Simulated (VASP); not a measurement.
# Si16Ge (a cell with a defect) in VASP: single point with r2SCAN

Aim: the single point of Si16Ge (a cell with a defect) with r2SCAN.

All numbers are computed with VASP 6.6.1; they aren't measurements. Logs are shortened: lines on timing, memory, paths and dates and some standing lists are left out, and cuts for length are marked.

### Step 1. The cell of the first run

The cell holds a defect, 17 atoms: a = 7.679 Å, b = 7.679 Å, c = 7.679 Å, α = 60.00°, β = 60.00°, γ = 60.00°.

### Step 2. Single point, r2SCAN

Input file POSCAR:

```
Si16Ge
1.0
    0.0000000000      5.4300000000      5.4300000000
    5.4300000000      0.0000000000      5.4300000000
    5.4300000000      5.4300000000      0.0000000000
Si Ge
16 1
Direct
    0.0003807551     -0.0005864641      0.0008404236
    0.1218822284      0.1214302947      0.1220652855
   -0.0040302026     -0.0045099448      0.5047583794
    0.1216204420      0.1212786372      0.6358425414
   -0.0040578269      0.5039699816     -0.0038495396
    0.1218766114      0.6346627993      0.1220580110
   -0.0040301105      0.5038116943      0.5047562615
    0.1267691529      0.6242207182      0.6248157459
    0.5044985267     -0.0045062615     -0.0038173112
    0.6354669429      0.1213437385      0.1218676796
    0.5044090239     -0.0045482505      0.5047152855
    0.6246581031      0.1263472376      0.6248525783
    0.5044951197      0.5038540516     -0.0038161142
    0.6246256906      0.6242240331      0.1269509208
    0.5001839779      0.4997303867      0.5003812155
    0.6246570902      0.6241672192      0.6248530387
    0.2503169429      0.2494541436      1.2508116022
```

Input file INCAR.step1:

```
SYSTEM = Si16Ge
ALGO = Normal
EDIFF = 1E-4
ENCUT = 520
GGA = PE
ISMEAR = 0
LASPH = .TRUE.
LCHARG = .FALSE.
LREAL = Auto
LWAVE = .TRUE.
NBANDS = 53
NELM = 100
PREC = Accurate
SIGMA = 0.05
```

Input file INCAR.step2:

```
SYSTEM = Si16Ge
ALGO = Normal
EDIFF = 1E-7
ENCUT = 520
ISIF = 2
ISMEAR = 0
ISTART = 1
LASPH = .TRUE.
LCHARG = .FALSE.
LMIXTAU = .TRUE.
LREAL = Auto
LWAVE = .FALSE.
METAGGA = R2SCAN
NBANDS = 53
NELM = 100
PREC = Accurate
SIGMA = 0.05
```

Input file KPOINTS:

```
k-points
0
G
  2 2 2
  0 0 0
```

Potentials or basis: VASP PAW PBE potentials, release 64 (Si, Ge_d).

Started as:

```bash
$ cat potpaw_PBE.64/Si/POTCAR potpaw_PBE.64/Ge_d/POTCAR > POTCAR
$ cp INCAR.step1 INCAR
$ mpirun -np 1 vasp_std > vasp.out
$ cp INCAR.step2 INCAR
$ mpirun -np 1 vasp_std > vasp.out
```

OUTCAR:

```text
SYSTEM = Si16Ge
   EDIFF = 1E-7
   ENCUT = 520
   ISIF = 2
   ISMEAR = 0
   ISTART = 1
   LASPH = .TRUE.
   LREAL = Auto
   METAGGA = R2SCAN
   NELM = 100
   PREC = Accurate

 ion  position               nearest neighbor table
   1  0.000  0.999  0.001-   2 2.29   6 2.29  10 2.29   4 2.29
   2  0.122  0.121  0.122-   1 2.29   5 2.40   9 2.40   3 2.40  17 2.42
   3  0.996  0.995  0.505-   8 2.33  12 2.33   4 2.40   2 2.40  17 2.76
   4  0.122  0.121  0.636-   1 2.29   3 2.40   7 2.40  11 2.40  17 2.41
   5  0.996  0.504  0.996-  14 2.33   8 2.33   6 2.40   2 2.40  17 2.76
   6  0.122  0.635  0.122-   1 2.29   5 2.40  13 2.40   7 2.40  17 2.42
   7  0.996  0.504  0.505-   8 2.33  16 2.33   4 2.40   6 2.40  17 2.76
   8  0.127  0.624  0.625-   7 2.33   3 2.33   5 2.33  15 2.34
   9  0.504  0.995  0.996-  14 2.33  12 2.33  10 2.40   2 2.40  17 2.76
  10  0.635  0.121  0.122-   1 2.29   9 2.40  13 2.40  11 2.40  17 2.41
  11  0.504  0.995  0.505-  12 2.33  16 2.33   4 2.40  10 2.40  17 2.76
  12  0.625  0.126  0.625-  11 2.33   3 2.33   9 2.33  15 2.34
  13  0.504  0.504  0.996-  14 2.33  16 2.33  10 2.40   6 2.40  17 2.76
  14  0.625  0.624  0.127-  13 2.33   9 2.33   5 2.33  15 2.34
  15  0.500  0.500  0.500-  16 2.34  12 2.34   8 2.34  14 2.34
  16  0.625  0.624  0.625-  11 2.33   7 2.33  13 2.33  15 2.34
  17  0.250  0.249  0.251-   4 2.41  10 2.41   2 2.42   6 2.42  11 2.76   7 2.76   3 2.76  13 2.76
                             9 2.76   5 2.76

  LATTYP: Found a face centered cubic cell.
 ALAT       =    10.8600000000

  Lattice vectors:

 A1 = (   0.0000000000,   5.4300000000,   5.4300000000)
 A2 = (   5.4300000000,   0.0000000000,   5.4300000000)
 A3 = (   5.4300000000,   5.4300000000,   0.0000000000)

Analysis of symmetry for initial positions (statically):
=====================================================================
 Subroutine PRICEL returns:
 Original cell was already a primitive cell.

 Routine SETGRP: Setting up the symmetry group for a
 face centered cubic supercell.

 Subroutine GETGRP returns: Found  1 space group operations
 (whereof  1 operations were pure point group operations)
 out of a pool of 48 trial point group operations.

The static configuration has the point symmetry C_1 .

Analysis of symmetry for dynamics (positions and initial velocities):
=====================================================================
 Subroutine PRICEL returns:
 Original cell was already a primitive cell.

 Routine SETGRP: Setting up the symmetry group for a
 face centered cubic supercell.

 Subroutine GETGRP returns: Found  1 space group operations
 (whereof  1 operations were pure point group operations)
 out of a pool of 48 trial point group operations.

The dynamic configuration has the point symmetry C_1 .

 Subroutine INISYM returns: Found  1 space group operations
 (whereof  1 operations are pure point group operations),
 and found     1 'primitive' translations

----------------------------------------------------------------------------------------

                                     Primitive cell

  volume of cell :     320.2060

  direct lattice vectors                    reciprocal lattice vectors
     0.000000000  5.430000000  5.430000000    -0.092081031  0.092081031  0.092081031
     5.430000000  0.000000000  5.430000000     0.092081031 -0.092081031  0.092081031
     5.430000000  5.430000000  0.000000000     0.092081031  0.092081031 -0.092081031

  length of vectors
     7.679179644  7.679179644  7.679179644     0.159489025  0.159489025  0.159489025

  position of ions in fractional coordinates (direct lattice)
     0.000380755  0.999413536  0.000840424
     0.121882228  0.121430295  0.122065285
     0.995969797  0.995490055  0.504758379
     0.121620442  0.121278637  0.635842541
     0.995942173  0.503969982  0.996150460
     0.121876611  0.634662799  0.122058011
[... 9 lines left out ...]
     0.624657090  0.624167219  0.624853039
     0.250316943  0.249454144  0.250811602

  ion indices of the primitive-cell ions
   primitive index   ion index
                 1           1
                 2           2
                 3           3
                 4           4
                 5           5
                 6           6
[... 9 lines left out ...]
                16          16
                17          17

----------------------------------------------------------------------------------------

 KPOINTS: k-points

Automatic generation of k-mesh.
 Grid dimensions read from file:
 generate k-points for:    2    2    2

 Generating k-lattice:

  Cartesian coordinates                     Fractional coordinates (reciprocal lattice)
    -0.046040516  0.046040516  0.046040516     0.500000000  0.000000000  0.000000000
     0.046040516 -0.046040516  0.046040516     0.000000000  0.500000000  0.000000000
     0.046040516  0.046040516 -0.046040516     0.000000000  0.000000000  0.500000000

  Length of vectors
     0.079744512  0.079744512  0.079744512

  Shift w.r.t. Gamma in fractional coordinates (k-lattice)
     0.000000000  0.000000000  0.000000000

 Subroutine IBZKPT returns following result:
 ===========================================

 Found      8 irreducible k-points:

 Following reciprocal coordinates:
            Coordinates               Weight
  0.000000  0.000000  0.000000      1.000000
  0.500000  0.000000  0.000000      1.000000
  0.000000  0.500000  0.000000      1.000000
  0.000000  0.000000  0.500000      1.000000
  0.500000  0.500000  0.500000      1.000000
  0.500000  0.500000  0.000000      1.000000
  0.000000  0.500000  0.500000      1.000000
  0.500000  0.000000  0.500000      1.000000
   k-points           NKPTS =      8   k-points in BZ     NKDIM =      8   number of bands    NBANDS=     53
   number of dos      NEDOS =    301   number of ions     NIONS =     17
   total plane-waves  NPLWV = 216000
   dimension x,y,z NGX =    60 NGY =   60 NGZ =   60
   dimension x,y,z NGXF=   120 NGYF=  120 NGZF=  120
   ions per type =              16   1
   NGX,Y,Z   is equivalent  to a cutoff of  12.99, 12.99, 12.99 a.u.
   NGXF,Y,Z  is equivalent  to a cutoff of  25.98, 25.98, 25.98 a.u.
 SYSTEM =  Si16Ge
   PREC   = accura    normal or accurate (medium, high low for compatibility)
   ISTART =      1    job   : 0-new  1-cont  2-samecut
   ICHARG =      0    charge: 1-file 2-atom 10-const
   ISPIN  =      1    spin polarized calculation?
   LNONCOLLINEAR =      F non collinear calculations
   LSORBIT =      F    spin-orbit coupling
   LASPH  =      T    aspherical Exc in radial PAW
   ENCUT  =  520.0 eV  38.22 Ry    6.18 a.u.  14.28 14.28 14.28*2*pi/ulx,y,z
   NELM   =    100;   NELMIN=  2; NELMDL=  0     # of ELM steps
   EDIFF  = 0.1E-06   stopping-criterion for ELM
   LREAL  =      T    real-space projection
   EDIFFG = 0.1E-05   stopping-criterion for IOM
   NSW    =      0    number of steps for IOM
   IBRION =     -1    ionic relax: 0-MD 1-quasi-New 2-CG
   NFREE  =      0    steps in history (QN), initial steepest desc. (CG)
   ISIF   =      2    stress and relaxation
   ISYM   =      2    0-nonsym 1-usesym 2-fastsym
   POTIM  = 0.5000    time-step for ionic-motion
   TEBEG  =    0.0;   TEEND  =   0.0 temperature during run
   PSTRESS=    0.0 pullay stress
   NELECT =      78.0000    total number of electrons
   NUPDOWN=      -1.0000    fix difference up-down
   EMIN   =  10.00;   EMAX   =-10.00  energy-range for DOS
   EFERMI =   0.00;   METHOD = LEGACY
   ISMEAR =     0;   SIGMA  =   0.05  broadening in eV -4-tet -1-fermi 0-gaus
   EFERMI_NEDOS =   21; number of points for ismear=-14 and -15
   IALGO  =     38    algorithm
   IMIX   =      4    mixing-type and parameters
     AMIX     =   0.40;   BMIX     =  1.00
     AMIX_MAG =   1.60;   BMIX_MAG =  1.00
  volume/ion in A,a.u.               =      18.84       127.11
  Fermi-wavevector in a.u.,A,eV,Ry     =   1.022421  1.932096 14.222785  1.045345
  Thomas-Fermi vector in A             =   2.156100
   LORBIT       =      0    0 simple, 1 ext, 2 COOP (PROOUT), +10 PAW based schemes
   METAGGA = R2SCAN    functional components
   LHFCALC =     F    Hartree Fock is set to
   AEXX    =    0.0000 exact exchange contribution
   IVDW    =     0    specifies the selected vdW correction
   LEPSILON=     F    determine dielectric tensor
   LRPA    =     F    only Hartree local field effects (RPA)
 non-spin polarized calculation
 Gauss-broadening in eV      SIGMA  =   0.05
  energy-cutoff  :      520.00
  volume of cell :      320.21
 maximum number of plane-waves:      8646
 NGX is ok and might be reduce to    60
   NGX = 29   NGY = 29   NGZ = 29

 number of electron      77.9999997 magnetization

 Free energy of the ion-electron system (eV)
  ---------------------------------------------------
  ext. energy  EPLUGINS =         0.00000000
  ---------------------------------------------------
  free energy    TOTEN  =      -149.28223971 eV

  energy without entropy =     -149.27085740  energy(sigma->0) =     -149.27654856

 E-fermi :   7.0319     XC(G=0): -10.2406

 val. band max:        6.7665656421   @ k =   0.0000   0.0000   0.0000
 cond. band min:       7.0515443902   @ k =   0.5000   0.5000   0.0000
 fundamental gap:      0.2849787481
 Fermi energy:         7.0318702038

 k-point     1 :       0.0000    0.0000    0.0000
  band No.  band energies     occupation
      1     -18.9791      2.00000
      2     -18.9790      2.00000
      3     -18.9790      2.00000
      4     -18.9668      2.00000
      5     -18.9667      2.00000
      6      -7.2472      2.00000
[... 43 lines left out ...]
     50       8.2838      0.00000
     51       9.1921      0.00000

 k-point     2 :       0.5000    0.0000    0.0000
  band No.  band energies     occupation
      1     -18.9791      2.00000
      2     -18.9790      2.00000
      3     -18.9790      2.00000
      4     -18.9668      2.00000
      5     -18.9668      2.00000
      6      -6.9050      2.00000
[... 316 lines left out ...]
 k-point     8 :       0.5000    0.0000    0.5000
  band No.  band energies     occupation
      1     -18.9791      2.00000
      2     -18.9790      2.00000
      3     -18.9790      2.00000
      4     -18.9668      2.00000
      5     -18.9668      2.00000
      6      -6.7968      2.00000
[... 43 lines left out ...]
     50      10.5510      0.00000
     51      10.5519      0.00000
 [bands above 51 left out]

------------------------ aborting loop because EDIFF is reached ----------------------------------------

  FORCE on cell =-STRESS in cart. coord.  units (eV):
  Direction    XX          YY          ZZ          XY          YZ          ZX
  --------------------------------------------------------------------------------------
  -------------------------------------------------------------------------------------
  Total       10.6230322     10.6253625     10.6225499     -0.0054266      0.0074914      0.0445412
  in kB       53.1532219     53.1648819     53.1508090     -0.0271524      0.0374837      0.2228658
  external PRESSURE =      53.1563043 kB  Pullay stress =       0.0000000 kB

 VOLUME and BASIS-vectors are now :
 -----------------------------------------------------------------------------
  energy-cutoff  :      520.00
  volume of cell :      320.21
      direct lattice vectors                 reciprocal lattice vectors
     0.000000000  5.430000000  5.430000000    -0.092081031  0.092081031  0.092081031
     5.430000000  0.000000000  5.430000000     0.092081031 -0.092081031  0.092081031
     5.430000000  5.430000000  0.000000000     0.092081031  0.092081031 -0.092081031

 POSITION                                       TOTAL-FORCE (eV/Angst)
 -----------------------------------------------------------------------------------
      5.43138      0.00663      5.42888        -0.003138     -0.016761      0.002491
      1.32218      1.32464      1.32119        -0.002595      0.000412     -0.005407
      8.14635      8.14895     10.81363        -0.001959     -0.006130      0.002535
      4.11117      4.11302      1.31894         0.007650      0.018669     -0.007234
      8.14565     10.81706      8.14452        -0.000783      0.006218      0.000643
      4.10899      1.32456      4.10801         0.005761      0.000547      0.002562
[... 9 lines left out ...]
      6.78218      6.78484      6.78112         0.017109      0.017184      0.015780
      2.71644      2.72113      2.71376        -0.002657     -0.003285      0.002887
 -----------------------------------------------------------------------------------
    total drift:                               -0.000682      0.000759      0.000815

  FREE ENERGIE OF THE ION-ELECTRON SYSTEM (eV)
  ---------------------------------------------------
  free  energy   TOTEN  =      -149.2822397109 eV

  energy  without entropy=     -149.2708574038  energy(sigma->0) =     -149.27654856
```

Run time: 25 min. Hardware: 1 thread of Intel Xeon 8259CL, shared host; peak memory 0.57 GiB.

What came out:

```yaml
Free_energy: -149.2822 eV
Pressure: 5.3 GPa
Largest_force: 0.029 eV/Å
Band_gap_on_the_k_mesh: zero (bands 39 and 40 overlap by 0.29 eV)
```

Forces on the atoms (eV/Å):
```
Si  -0.003 -0.017  0.002
Si  -0.003  0.000 -0.005
Si  -0.002 -0.006  0.003
Si   0.008  0.019 -0.007
Si  -0.001  0.006  0.001
Si   0.006  0.001  0.003
Si  -0.003 -0.006  0.002
Si   0.016 -0.011 -0.016
Si   0.003 -0.004  0.000
Si  -0.002  0.016  0.003
Si  -0.002 -0.009  0.002
Si  -0.016  0.017 -0.017
Si   0.000 -0.005 -0.003
Si  -0.015 -0.011  0.015
Si  -0.001 -0.004  0.001
Si   0.017  0.017  0.016
Ge  -0.003 -0.003  0.003
```

Caveat: the k points lie up to 0.50 Å⁻¹ apart; the PAW data sets were made with another functional, which shifts forces and pressure a little.

The gap in the log of VASP goes by the Fermi energy; the results here count the filled bands.